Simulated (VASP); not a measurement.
AlSn4: single point with PBE

AlSn4:

```
Al Sn
1.0
    -3.18264    3.18264    3.18264
     3.18264   -3.18264    3.18264
     3.18264    3.18264   -3.18264
Al Sn
1 4
Direct
  0.00000 0.00000 0.00000
  0.00000 0.00000 0.50000
  0.50000 0.00000 0.00000
  0.00000 0.50000 0.00000
  0.50000 0.50000 0.50000
```

```yaml
Program: VASP 6.6.1
Task: single point
Functional: PBE
Potentials_or_basis: VASP PAW PBE potentials, release 64 (Al, Sn_d)
Cutoff: 520 eV
k_mesh: 4 × 4 × 4
Occupations: gaussian, width 0.1 eV
Spin: no spin polarisation
Dipole_correction: no
Further_INCAR_settings: ALGO = Normal; EDIFF = 1e-07; NBANDS = 38
```

- Pressure: 5.6 GPa

Levels at points of the mesh, in eV from the Fermi level:
```
           k point  band 26  band 27  band 28  band 29  band 30  band 31  band 32  band 33  band 34  band 35
(0.00, 0.00, 0.00)    -4.51    -4.51    -2.54    -2.54    -2.54    -2.23     1.90     1.90     3.35     3.35
(0.50, 0.00, 0.00)    -4.39    -1.48    -1.29    -0.68    -0.03     0.53     0.90     1.68     2.71     2.97
(0.50, 0.50, 0.50)    -4.81    -2.44    -1.17    -1.17    -1.17     2.50     2.50     2.50     4.32     5.16
```

Wall time 37 s on 1 thread of AMD EPYC 7R43 64-Core Processor (Zen 3) (shared host), peak memory 0.22 GiB.

Caveat: spin-orbit coupling is left out, which moves the levels of the heavy elements.
